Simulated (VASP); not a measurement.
# TaN (P31m) in VASP: single point with PBEsol

Aim: the single point of TaN with PBEsol.

Everything below comes from runs of VASP 6.6.1. Logs are shortened: lines on timing, memory, paths and dates and some standing lists are left out, and cuts for length are marked.

### Step 1. The cell of the first run

It takes space group P31m (No. 157, trigonal). Conventional cell: a = 5.179 Å, b = 5.179 Å, c = 2.896 Å, α = 90.00°, β = 90.00°, γ = 120.00°. Ta (site symmetry 3) has 6 N at 2.15 to 2.16 Å within 2.8 Å. Ta (site symmetry 3m) has 3 N at 2.04 Å within 2.7 Å. Within 2.7 Å of N (site symmetry m) lie 5 Ta at 2.04 to 2.16 Å.

### Step 2. Single point, PBEsol (mode 4 (148.0 1/cm) frozen in, largest displacement +0.037 Å)

INCAR

```
  PREC = Accurate
  ENCUT = 520
  EDIFF = 1E-6
  ISMEAR = 0
  SIGMA = 0.15
  LREAL = False
  LASPH = True
  NELM = 60
  ALGO = Normal
  ISIF = 2
  LWAVE = False
  LCHARG = False
  GGA = PS
  NBANDS = 33
```

KPOINTS

```
Automatic mesh
0
Gamma
  12 12 16
```

POSCAR

```
TaN
1.0
    5.1789208695      0.0000000000      0.0000000000
   -2.5894604347      4.4850770372      0.0000000000
    0.0000000000      0.0000000000      2.8959972730
Ta N
3 3
Direct
    0.3333333333      0.6666666667      0.4938301505
    0.6666666667      0.3333333333      0.4938301505
    0.0000000000      0.0000000000      0.0129489072
    0.3933709412      0.0000000000     -0.0026233293
    0.6066290588      0.6066290588     -0.0026233293
    0.0000000000      0.3933709412     -0.0026233293
```

Potentials or basis: VASP PAW PBE potentials, release 64 (Ta_pv, N).

The run is started by

```
$ cat potpaw_PBE.64/Ta_pv/POTCAR potpaw_PBE.64/N/POTCAR > POTCAR
$ mpirun -np 1 vasp_std > vasp.out
```

OUTCAR:

```text
PREC = Accurate
   ENCUT = 520
   EDIFF = 1E-6
   ISMEAR = 0
   LREAL = False
   LASPH = True
   NELM = 60
   ISIF = 2
   GGA = PS

 ion  position               nearest neighbor table
   1  0.333  0.667  0.494-   4 2.15   6 2.15   5 2.15   4 2.16   6 2.16   5 2.16   2 2.99   2 2.99
                             2 2.99   3 3.30   3 3.30   3 3.30   3 3.35   3 3.35   3 3.35
   2  0.667  0.333  0.494-   6 2.15   4 2.15   5 2.15   6 2.16   4 2.16   5 2.16   1 2.99   1 2.99
                             1 2.99   3 3.30   3 3.30   3 3.30   3 3.35   3 3.35   3 3.35
   3  0.000  0.000  0.013-   6 2.04   4 2.04   5 2.04   2 3.30   1 3.30   1 3.30   2 3.30   2 3.30
                             1 3.30   1 3.35   2 3.35   2 3.35   1 3.35   2 3.35   1 3.35
   4  0.393  0.000  0.997-   3 2.04   1 2.15   2 2.15   1 2.16   2 2.16
   5  0.607  0.607  0.997-   3 2.04   2 2.15   1 2.15   2 2.16   1 2.16
   6  0.000  0.393  0.997-   3 2.04   2 2.15   1 2.15   2 2.16   1 2.16

  LATTYP: Found a hexagonal cell.
 ALAT       =     5.1789208695
 C/A-ratio  =     0.5591893265

  Lattice vectors:

 A1 = (   5.1789208695,   0.0000000000,   0.0000000000)
 A2 = (  -2.5894604347,   4.4850770372,   0.0000000000)
 A3 = (   0.0000000000,   0.0000000000,   2.8959972730)

Analysis of symmetry for initial positions (statically):
=====================================================================
 Subroutine PRICEL returns:
 Original cell was already a primitive cell.

 Routine SETGRP: Setting up the symmetry group for a
 hexagonal supercell.

 Subroutine GETGRP returns: Found  6 space group operations
 (whereof  6 operations were pure point group operations)
 out of a pool of 24 trial point group operations.

The static configuration has the point symmetry C_3v.

Analysis of symmetry for dynamics (positions and initial velocities):
=====================================================================
 Subroutine PRICEL returns:
 Original cell was already a primitive cell.

 Routine SETGRP: Setting up the symmetry group for a
 hexagonal supercell.

 Subroutine GETGRP returns: Found  6 space group operations
 (whereof  6 operations were pure point group operations)
 out of a pool of 24 trial point group operations.

The dynamic configuration has the point symmetry C_3v.

 Subroutine INISYM returns: Found  6 space group operations
 (whereof  6 operations are pure point group operations),
 and found     1 'primitive' translations

----------------------------------------------------------------------------------------

                                     Primitive cell

  volume of cell :      67.2678

  direct lattice vectors                    reciprocal lattice vectors
     5.178920869  0.000000000  0.000000000     0.193090419  0.111480805  0.000000000
    -2.589460435  4.485077037  0.000000000     0.000000000  0.222961611  0.000000000
     0.000000000  0.000000000  2.895997273     0.000000000  0.000000000  0.345304193

  length of vectors
     5.178920869  5.178920869  2.895997273     0.222961611  0.222961611  0.345304193

  position of ions in fractional coordinates (direct lattice)
     0.333333333  0.666666667  0.493830151
     0.666666667  0.333333333  0.493830151
     0.000000000  0.000000000  0.012948907
     0.393370941  0.000000000  0.997376671
     0.606629059  0.606629059  0.997376671
     0.000000000  0.393370941  0.997376671

  ion indices of the primitive-cell ions
   primitive index   ion index
                 1           1
                 2           2
                 3           3
                 4           4
                 5           5
                 6           6

----------------------------------------------------------------------------------------

 KPOINTS: Automatic mesh

Automatic generation of k-mesh.
 Grid dimensions read from file:
 generate k-points for:   12   12   16

 Generating k-lattice:

  Cartesian coordinates                     Fractional coordinates (reciprocal lattice)
     0.016090868  0.009290067  0.000000000     0.083333333  0.000000000  0.000000000
     0.000000000  0.018580134  0.000000000     0.000000000  0.083333333  0.000000000
     0.000000000  0.000000000  0.021581512     0.000000000  0.000000000  0.062500000

  Length of vectors
     0.018580134  0.018580134  0.021581512

  Shift w.r.t. Gamma in fractional coordinates (k-lattice)
     0.000000000  0.000000000  0.000000000

 Subroutine IBZKPT returns following result:
 ===========================================

 Found    255 irreducible k-points:

 Following reciprocal coordinates:
            Coordinates               Weight
  0.000000  0.000000  0.000000      1.000000
  0.083333 -0.000000  0.000000      6.000000
  0.166667  0.000000  0.000000      6.000000
  0.250000 -0.000000  0.000000      6.000000
  0.333333 -0.000000  0.000000      6.000000
  0.416667 -0.000000  0.000000      6.000000
[... 16 lines left out ...]
  0.250000 -0.000000  0.062500     12.000000
  0.333333 -0.000000  0.062500     12.000000
 [... further k-points ...]
   k-points           NKPTS =    255   k-points in BZ     NKDIM =    255   number of bands    NBANDS=     33
   number of dos      NEDOS =    301   number of ions     NIONS =      6
   total plane-waves  NPLWV =  38400
   dimension x,y,z NGX =    40 NGY =   40 NGZ =   24
   dimension x,y,z NGXF=    80 NGYF=   80 NGZF=   48
   ions per type =               3   3
   NGX,Y,Z   is equivalent  to a cutoff of  12.84, 12.84, 13.78 a.u.
   NGXF,Y,Z  is equivalent  to a cutoff of  25.68, 25.68, 27.55 a.u.
 SYSTEM =  unknown system
   PREC   = accura    normal or accurate (medium, high low for compatibility)
   ISTART =      0    job   : 0-new  1-cont  2-samecut
   ICHARG =      2    charge: 1-file 2-atom 10-const
   ISPIN  =      1    spin polarized calculation?
   LNONCOLLINEAR =      F non collinear calculations
   LSORBIT =      F    spin-orbit coupling
   LASPH  =      T    aspherical Exc in radial PAW
   ENCUT  =  520.0 eV  38.22 Ry    6.18 a.u.   9.63  9.63  5.38*2*pi/ulx,y,z
   NELM   =     60;   NELMIN=  2; NELMDL= -5     # of ELM steps
   EDIFF  = 0.1E-05   stopping-criterion for ELM
   LREAL  =      F    real-space projection
   EDIFFG = 0.1E-04   stopping-criterion for IOM
   NSW    =      0    number of steps for IOM
   IBRION =     -1    ionic relax: 0-MD 1-quasi-New 2-CG
   NFREE  =      0    steps in history (QN), initial steepest desc. (CG)
   ISIF   =      2    stress and relaxation
   ISYM   =      2    0-nonsym 1-usesym 2-fastsym
   POTIM  = 0.5000    time-step for ionic-motion
   TEBEG  =    0.0;   TEEND  =   0.0 temperature during run
   PSTRESS=    0.0 pullay stress
   NELECT =      48.0000    total number of electrons
   NUPDOWN=      -1.0000    fix difference up-down
   EMIN   =  10.00;   EMAX   =-10.00  energy-range for DOS
   EFERMI =   0.00;   METHOD = LEGACY
   ISMEAR =     0;   SIGMA  =   0.15  broadening in eV -4-tet -1-fermi 0-gaus
   EFERMI_NEDOS =   21; number of points for ismear=-14 and -15
   IALGO  =     38    algorithm
   IMIX   =      4    mixing-type and parameters
     AMIX     =   0.40;   BMIX     =  1.00
     AMIX_MAG =   1.60;   BMIX_MAG =  1.00
  volume/ion in A,a.u.               =      11.21        75.66
  Fermi-wavevector in a.u.,A,eV,Ry     =   1.462916  2.764511 29.118154  2.140124
  Thomas-Fermi vector in A             =   2.579073
   LORBIT       =      0    0 simple, 1 ext, 2 COOP (PROOUT), +10 PAW based schemes
   GGA     = PS    functional components
   LHFCALC =     F    Hartree Fock is set to
   AEXX    =    0.0000 exact exchange contribution
   IVDW    =     0    specifies the selected vdW correction
   LEPSILON=     F    determine dielectric tensor
   LRPA    =     F    only Hartree local field effects (RPA)
 non-spin polarized calculation
 Gauss-broadening in eV      SIGMA  =   0.15
  energy-cutoff  :      520.00
  volume of cell :       67.27
 maximum number of plane-waves:      1840
 NGX is ok and might be reduce to    40
   NGX = 19   NGY = 19   NGZ = 11

 number of electron      48.0000000 magnetization

 Free energy of the ion-electron system (eV)
  ---------------------------------------------------
  ext. energy  EPLUGINS =         0.00000000
  ---------------------------------------------------
  free energy    TOTEN  =       -71.44041756 eV

  energy without entropy =      -71.43506019  energy(sigma->0) =      -71.43773887

 E-fermi :   8.3576     XC(G=0): -13.2241

 val. band max:        8.3485998278   @ k =  -0.0833   0.2500   0.1250
 cond. band min:       8.3901519360   @ k =   0.1667   0.0833   0.1250
 fundamental gap:      0.0415521083
 Fermi energy:         8.3575963121

 k-point     1 :       0.0000    0.0000    0.0000
  band No.  band energies     occupation
      1     -27.8729      2.00000
      2     -27.8729      2.00000
      3     -27.5093      2.00000
      4     -27.5093      2.00000
      5     -27.3164      2.00000
      6     -27.2034      2.00000
[... 25 lines left out ...]
     32      11.5256      0.00000
     33      11.5256      0.00000

 k-point     2 :       0.0833   -0.0000    0.0000
  band No.  band energies     occupation
      1     -27.8799      2.00000
      2     -27.8720      2.00000
      3     -27.5018      2.00000
      4     -27.5003      2.00000
      5     -27.3146      2.00000
      6     -27.2051      2.00000
[... 25 lines left out ...]
     32      11.5009      0.00000
     33      11.5792      0.00000
[... 754 lines left out ...]
     32      11.8605      0.00000
     33      12.1651      0.00000

 k-point    24 :       0.3333   -0.0000    0.0625
  band No.  band energies     occupation
      1     -27.9312      2.00000
      2     -27.8128      2.00000
      3     -27.5019      2.00000
      4     -27.4140      2.00000
      5     -27.3319      2.00000
      6     -27.2609      2.00000
[... 25 lines left out ...]
     32      12.0531      0.00000
     33      12.2698      0.00000

 [... further k-points ...]

------------------------ aborting loop because EDIFF is reached ----------------------------------------

  FORCE on cell =-STRESS in cart. coord.  units (eV):
  Direction    XX          YY          ZZ          XY          YZ          ZX
  --------------------------------------------------------------------------------------
  -------------------------------------------------------------------------------------
  Total        0.4099015      0.4099015      0.3311028      0.0000000      0.0000000     -0.0000000
  in kB        9.7629873      9.7629873      7.8861683      0.0000000      0.0000000     -0.0000000
  external PRESSURE =       9.1373809 kB  Pullay stress =       0.0000000 kB

 VOLUME and BASIS-vectors are now :
 -----------------------------------------------------------------------------
  energy-cutoff  :      520.00
  volume of cell :       67.27
      direct lattice vectors                 reciprocal lattice vectors
     5.178920869  0.000000000  0.000000000     0.193090419  0.111480805  0.000000000
    -2.589460435  4.485077037  0.000000000     0.000000000  0.222961611  0.000000000
     0.000000000  0.000000000  2.895997273     0.000000000  0.000000000  0.345304193

 POSITION                                       TOTAL-FORCE (eV/Angst)
 -----------------------------------------------------------------------------------
     -0.00000      2.99005      1.43013        -0.000000      0.000000      0.262131
      2.58946      1.49503      1.43013        -0.000000      0.000000      0.262131
      0.00000      0.00000      0.03750        -0.000000      0.000000     -0.541655
      2.03724      0.00000      2.88840         0.005235      0.000000      0.005798
      1.57084      2.72078      2.88840        -0.002617     -0.004533      0.005798
     -1.01862      1.76430      2.88840        -0.002617      0.004533      0.005798
 -----------------------------------------------------------------------------------
    total drift:                               -0.000002     -0.000003     -0.000227

  FREE ENERGIE OF THE ION-ELECTRON SYSTEM (eV)
  ---------------------------------------------------
  free  energy   TOTEN  =       -71.4404175595 eV

  energy  without entropy=      -71.4350601893  energy(sigma->0) =      -71.43773887
```

Wall time 3 min (1 thread of Intel Xeon 6975P-C (Granite Rapids), shared host); peak memory 0.52 GiB.

Results:

* Free energy: -71.4404 eV
* Pressure: 0.9 GPa
* Largest force: 0.542 eV/Å
* Band gap on the k mesh: zero (band 24 reaches 10.24 eV, above the bottom of band 25 at 7.08 eV)

Forces on the atoms (eV/Å):
```
Ta   0.000  0.000  0.262
Ta   0.000  0.000  0.262
Ta   0.000  0.000 -0.542
N    0.005  0.000  0.006
N   -0.003 -0.005  0.006
N   -0.003  0.005  0.006
```

Stress tensor (GPa, compression positive):
```
0.98 0.00 0.00
0.00 0.98 0.00
0.00 0.00 0.79
```

Caveat: the cell differs from its parent crystal (mode 4 (148.0 1/cm) frozen in, largest displacement +0.037 Å); the PAW data sets were made with another functional, which shifts forces and pressure a little; spin-orbit coupling is left out, which moves the levels of the heavy elements.
